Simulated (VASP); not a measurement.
# GdN (Fm-3m) in VASP: single point with LDA+U

Aim: the single point of GdN with LDA+U.

Everything below comes from runs of VASP 6.6.1. Logs are shortened: lines on timing, memory, paths and dates and some standing lists are left out, and cuts for length are marked.

## Step 1: The cell of the first run

It takes space group Fm-3m (No. 225, cubic). The conventional cell has a = 4.999 Å, b = 4.999 Å, c = 4.999 Å, α = 90.00°, β = 90.00°, γ = 90.00°. Within 3.3 Å of Gd (site symmetry m-3m) lie 6 N at 2.50 Å. Within 3.3 Å of N (site symmetry m-3m) lie 6 Gd at 2.50 Å.

## Step 2: Single point, LDA+U, non-collinear spin, twin_end start, spin-orbit coupling

INCAR

```
  ALGO = Normal
  EDIFF = 1E-6
  ENCUT = 520
  GGA = CA
  GGA_COMPAT = F
  ISIF = 2
  ISMEAR = 0
  LASPH = T
  LCHARG = T
  LDAU = T
  LDAUJ = 0 0
  LDAUL = 3 -1
  LDAUPRINT = 1
  LDAUTYPE = 2
  LDAUU = 8 0
  LMAXMIX = 6
  LORBIT = 11
  LORBMOM = T
  LREAL = F
  LSORBIT = T
  LVHAR = T
  LWAVE = F
  MAGMOM = 7.33 0 0 -7.33 0 0 0.01 0 0 -0.01 0 0
  NBANDS = 60
  NELM = 150
  PREC = Accurate
  SIGMA = 0.05
```

KPOINTS

```
k-points
0
Gamma
  7 7 7
```

POSCAR

```
GdN
1.0
    0.0000000000      2.4994985700      2.4994985700
    4.9989971400      2.4994985700      2.4994985700
    4.9989971400      4.9989971400      0.0000000000
Gd N
2 2
Direct
    0.5000000000      0.5000000000      0.0000000000
    0.5000000000      0.5000000000      0.5000000000
    0.0000000000      0.0000000000      0.0000000000
    0.0000000000      0.0000000000      0.5000000000
```

Potentials or basis: VASP PAW PBE potentials, release 64 (Gd, N).

Run with:

```console
cat potpaw_PBE.64/Gd/POTCAR potpaw_PBE.64/N/POTCAR > POTCAR
mpirun -np 1 vasp_ncl > vasp.out
```

OUTCAR:

```text
EDIFF = 1E-6
   ENCUT = 520
   GGA = CA
   ISIF = 2
   ISMEAR = 0
   LASPH = T
   LORBIT = 11
   LREAL = F
   LSORBIT = T
   NELM = 150
   PREC = Accurate

 ion  position               nearest neighbor table
   1  0.500  0.500  0.000-   4 2.50   3 2.50   4 2.50   3 2.50   4 2.50   4 2.50   2 3.53   2 3.53
                             2 3.53   2 3.53   2 3.53   2 3.53   2 3.53   2 3.53
   2  0.500  0.500  0.500-   3 2.50   3 2.50   4 2.50   4 2.50   3 2.50   3 2.50   1 3.53   1 3.53
                             1 3.53   1 3.53   1 3.53   1 3.53   1 3.53   1 3.53
   3  0.000  0.000  0.000-   2 2.50   1 2.50   2 2.50   1 2.50   2 2.50   2 2.50
   4  0.000  0.000  0.500-   1 2.50   1 2.50   2 2.50   2 2.50   1 2.50   1 2.50

  LATTYP: Found a simple tetragonal cell.
 ALAT       =     3.5348247768
 C/A-ratio  =     1.4142135624

  Lattice vectors:

 A1 = (   0.0000000000,  -2.4994985700,   2.4994985700)
 A2 = (   0.0000000000,  -2.4994985700,  -2.4994985700)
 A3 = (   4.9989971400,   0.0000000000,   0.0000000000)

Analysis of symmetry for initial positions (statically):
=====================================================================
 Subroutine PRICEL returns following result:

  LATTYP: Found a face centered cubic cell.
 ALAT       =     4.9989971400

  Lattice vectors:

 A1 = (  -2.4994985700,   2.4994985700,   0.0000000000)
 A2 = (  -2.4994985700,   0.0000000000,   2.4994985700)
 A3 = (   0.0000000000,   2.4994985700,   2.4994985700)

   2 primitive cells build up your supercell.

 Routine SETGRP: Setting up the symmetry group for a
 simple tetragonal supercell.

 Subroutine GETGRP returns: Found 16 space group operations
 (whereof 16 operations were pure point group operations)
 out of a pool of 16 trial point group operations.

The static configuration has the point symmetry D_4h.

Analysis of symmetry for dynamics (positions and initial velocities):
=====================================================================
 Subroutine PRICEL returns following result:

  LATTYP: Found a face centered cubic cell.
 ALAT       =     4.9989971400

  Lattice vectors:

 A1 = (  -2.4994985700,   2.4994985700,   0.0000000000)
 A2 = (  -2.4994985700,   0.0000000000,   2.4994985700)
 A3 = (   0.0000000000,   2.4994985700,   2.4994985700)

   2 primitive cells build up your supercell.

 Routine SETGRP: Setting up the symmetry group for a
 simple tetragonal supercell.

 Subroutine GETGRP returns: Found 16 space group operations
 (whereof 16 operations were pure point group operations)
 out of a pool of 16 trial point group operations.

The dynamic configuration has the point symmetry D_4h.

Analysis of structural, dynamic, and magnetic symmetry:
=====================================================================
 Subroutine PRICEL returns:
 Original cell was already a primitive cell.

 Routine SETGRP: Setting up the symmetry group for a
 simple tetragonal supercell.

 Subroutine GETGRP returns: Found 16 space group operations
 (whereof  8 operations were pure point group operations)
 out of a pool of 16 trial point group operations.

The overall configuration has the point symmetry C_4h.
 The point group associated with its full space group is D_4h.

 Subroutine INISYM returns: Found 16 space group operations
 (whereof  8 operations are pure point group operations),
 and found     1 'primitive' translations

----------------------------------------------------------------------------------------

[... 269 lines left out ...]
  ---------------------------------------------------
  free energy    TOTEN  =       -48.67942575 eV

  energy without entropy =      -48.67890796  energy(sigma->0) =      -48.67916685

 E-fermi :   3.3536     XC(G=0): -11.9260

 val. band max:        3.3209416693   @ k =   0.0000   0.1429   0.1429
 cond. band min:       3.3722961802   @ k =   0.0000   0.1429   0.1429
 fundamental gap:      0.0513545109
 Fermi energy:         3.3536494295

 k-point     1 :       0.0000    0.0000    0.0000
  band No.  band energies     occupation
      1     -39.8632      1.00000
      2     -39.8632      1.00000
      3     -37.0203      1.00000
      4     -37.0203      1.00000
      5     -19.6287      1.00000
      6     -19.6287      1.00000
[... 1453 lines left out ...]
     57       8.8789      0.00000
     58       8.8856      0.00000

 [... further k-points ...]

 [bands above 58 left out]

------------------------ aborting loop because EDIFF is reached ----------------------------------------

  FORCE on cell =-STRESS in cart. coord.  units (eV):
  Direction    XX          YY          ZZ          XY          YZ          ZX
  --------------------------------------------------------------------------------------
  -------------------------------------------------------------------------------------
  Total       -2.9750656     -2.9855179     -2.9855179      0.0000000      0.0000000      0.0000000
  in kB      -76.3112314    -76.5793364    -76.5793364      0.0000000      0.0000000      0.0000000
  external PRESSURE =     -76.4899681 kB  Pullay stress =       0.0000000 kB

 VOLUME and BASIS-vectors are now :
 -----------------------------------------------------------------------------
  energy-cutoff  :      520.00
  volume of cell :       62.46
      direct lattice vectors                 reciprocal lattice vectors
     0.000000000  2.499498570  2.499498570    -0.200040122  0.200040122  0.200040122
     4.998997140  2.499498570  2.499498570     0.200040122 -0.200040122  0.200040122
     4.998997140  4.998997140  0.000000000     0.000000000  0.200040122 -0.200040122

 POSITION                                       TOTAL-FORCE (eV/Angst)
 -----------------------------------------------------------------------------------
      2.49950      2.49950      2.49950         0.000000     -0.000000      0.000000
      4.99900      4.99900      2.49950         0.000000      0.000000     -0.000000
      0.00000      0.00000      0.00000         0.000000     -0.000000      0.000000
      2.49950      2.49950      0.00000         0.000000      0.000000      0.000000
 -----------------------------------------------------------------------------------
    total drift:                                0.000000      0.000000      0.000000

  FREE ENERGIE OF THE ION-ELECTRON SYSTEM (eV)
  ---------------------------------------------------
  free  energy   TOTEN  =       -48.6794257456 eV

  energy  without entropy=      -48.6789079623  energy(sigma->0) =      -48.67916685

 orbital moment (x)

 # of ion     p       d       f       tot
 ------------------------------------------------
  1        -0.009  -0.003   0.023   0.010
  2         0.009   0.003  -0.023  -0.010
  3         0.002   0.000   0.000   0.002
  4        -0.002   0.000   0.000  -0.002
 ------------------------------------------------
           -0.000   0.000  -0.000  -0.000

 orbital moment (y)

 # of ion     p       d       f       tot
 ------------------------------------------------
  1         0.000  -0.000  -0.000  -0.000
  2         0.000  -0.000  -0.000  -0.000
  3         0.000   0.000   0.000   0.000
  4        -0.000   0.000   0.000  -0.000
 ------------------------------------------------
            0.000  -0.000  -0.000  -0.000

 orbital moment (z)

 # of ion     p       d       f       tot
 ------------------------------------------------
  1         0.000   0.000   0.000   0.000
  2         0.000  -0.000  -0.000  -0.000
  3         0.000   0.000   0.000   0.000
  4         0.000   0.000   0.000   0.000
 ------------------------------------------------
            0.000   0.000  -0.000  -0.000

 Spin-Orbit-Coupling matrix elements

 Ion:    1  E_soc:     -1.2489103
 l=   1
     0.0000000    -0.1610056    -0.1610542
    -0.1610056     0.0000000    -0.1610542
    -0.1610542    -0.1610542     0.0000000
 l=   2
     0.0000000    -0.0002599     0.0000000    -0.0002687    -0.0013272
    -0.0002599     0.0000000    -0.0009710    -0.0002599    -0.0003237
     0.0000000    -0.0009710     0.0000000    -0.0009950     0.0000000
    -0.0002687    -0.0002599    -0.0009950     0.0000000    -0.0003322
    -0.0013272    -0.0003237     0.0000000    -0.0003322     0.0000000
 l=   3
     0.0000000    -0.0071303     0.0000000     0.0000000     0.0000000    -0.0004265    -0.0427066
    -0.0071303     0.0000000    -0.0119605     0.0000000    -0.0006867    -0.0190908    -0.0004120
     0.0000000    -0.0119605     0.0000000    -0.0013850    -0.0047896    -0.0005192     0.0000000
     0.0000000     0.0000000    -0.0013850     0.0000000    -0.0285682     0.0000000     0.0000000
[... 49 lines left out ...]
 l=   2
     0.0000000     0.0000000     0.0000000     0.0000000     0.0000000
     0.0000000     0.0000000     0.0000000     0.0000000     0.0000000
     0.0000000     0.0000000     0.0000000     0.0000000     0.0000000
     0.0000000     0.0000000     0.0000000     0.0000000     0.0000000
     0.0000000     0.0000000     0.0000000     0.0000000     0.0000000
 l=   3
     0.0000000     0.0000000     0.0000000     0.0000000     0.0000000     0.0000000     0.0000000
     0.0000000     0.0000000     0.0000000     0.0000000     0.0000000     0.0000000     0.0000000
     0.0000000     0.0000000     0.0000000     0.0000000     0.0000000     0.0000000     0.0000000
     0.0000000     0.0000000     0.0000000     0.0000000     0.0000000     0.0000000     0.0000000
     0.0000000     0.0000000     0.0000000     0.0000000     0.0000000     0.0000000     0.0000000
     0.0000000     0.0000000     0.0000000     0.0000000     0.0000000     0.0000000     0.0000000
     0.0000000     0.0000000     0.0000000     0.0000000     0.0000000     0.0000000     0.0000000

 total charge

# of ion       s       p       d       f       tot
--------------------------------------------------
    1        2.031   5.656   0.550   6.971  15.208
    2        2.031   5.656   0.550   6.971  15.208
    3        1.232   2.373   0.000   0.000   3.605
    4        1.232   2.373   0.000   0.000   3.605
--------------------------------------------------
tot          6.525  16.058   1.100  13.942  37.625

 magnetization (x)

# of ion       s       p       d       f       tot
--------------------------------------------------
    1       -0.002  -0.060   0.050   6.851   6.840
    2        0.002   0.060  -0.050  -6.851  -6.840
    3        0.003   0.033   0.000   0.000   0.036
    4       -0.003  -0.033   0.000   0.000  -0.036
--------------------------------------------------
tot          0.000  -0.000   0.000  -0.000  -0.000

 magnetization (y)

# of ion       s       p       d       f       tot
--------------------------------------------------
    1        0.000  -0.000   0.000   0.000   0.000
    2        0.000  -0.000   0.000   0.000  -0.000
    3       -0.000   0.000   0.000   0.000  -0.000
    4        0.000  -0.000   0.000   0.000  -0.000
--------------------------------------------------
tot          0.000  -0.000   0.000   0.000  -0.000

 magnetization (z)

# of ion       s       p       d       f       tot
--------------------------------------------------
    1        0.000   0.000   0.000   0.000   0.000
    2        0.000   0.000   0.000   0.000   0.000
    3        0.000   0.000   0.000   0.000   0.000
    4        0.000   0.000   0.000   0.000   0.000
--------------------------------------------------
tot          0.000   0.000   0.000   0.000   0.000
```

It took 34 min on 1 thread of Oxide Virtual Turin-like, shared host; peak memory 0.53 GiB.

Results:

| Quantity | Value |
| --- | --- |
| Free energy | -48.6794 eV |
| Pressure | -7.6 GPa |
| Net moment | 0.00 μB per cell |
| Valence electrons inside the program's atomic spheres | Gd 15.21; N 3.60 |

Moments on the atoms (μB; x, y, z):
```
Gd   6.84  0.00  0.00
Gd  -6.84  0.00  0.00
N    0.04  0.00  0.00
N   -0.04  0.00  0.00
```

Caveat: the cell stands under tension; the PAW data sets were made with another functional, which shifts forces and pressure a little.
